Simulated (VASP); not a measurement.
Set up this calculation in VASP 6.6.1, as the native input.

```
Task                   : single point
Functional             : PBE
Potentials or basis    : VASP PAW PBE potentials, release 64 (Al, As)
Cutoff                 : 500 eV
k mesh                 : 8 × 8 × 8
Occupations            : gaussian, width 0.02 eV
Spin                   : no spin polarisation
Dipole correction      : no
Further INCAR settings : ALGO = Normal; EDIFF = 1e-06; NBANDS = 11
```

The structure of AlAs (v.bA) lies in POSCAR:

```
AlAs
1.0
    0.0000000000      2.8639900266      2.8639900266
    2.8639900266      0.0000000000      2.8639900266
    2.8639900266      2.8639900266      0.0000000000
Al As
1 1
Direct
    0.0000000000      0.0000000000      0.0000000000
    0.2500000000      0.2500000000      0.2500000000
```

These files were run (other wordings do the same):

INCAR

```
ALGO     = Normal         # electronic algorithm
EDIFF    = 1E-6           # SCF threshold, eV
ENCUT    = 500            # plane-wave cutoff, eV
GGA      = PE             # functional
GGA_COMPAT= False        
ISIF     = 2              # what is computed and relaxed
ISMEAR   = 0              # smearing method
LASPH    = True           # aspherical terms in the spheres
LCHARG   = False          # write CHGCAR
LREAL    = False          # projectors in reciprocal space
LWAVE    = False          # write WAVECAR
NBANDS   = 11             # bands
NELM     = 120            # most SCF steps
PREC     = Accurate       # precision mode
SIGMA    = 0.02           # smearing width, eV
```

KPOINTS

```
k-points
0
Gamma
  8 8 8
```

Potentials or basis: VASP PAW PBE potentials, release 64 (Al, As).

Command:

```console
$ cat potpaw_PBE.64/Al/POTCAR potpaw_PBE.64/As/POTCAR > POTCAR
$ mpirun -np 1 vasp_std > vasp.out
```

It gave:

- Pressure: 0.2 GPa
- Band gap on the k mesh: 1.49 eV, indirect (least direct gap 1.78 eV)

Run time: 20 s on 1 thread of AMD EPYC 7R43 64-Core Processor (Zen 3), on a shared host, peak memory 0.13 GiB.
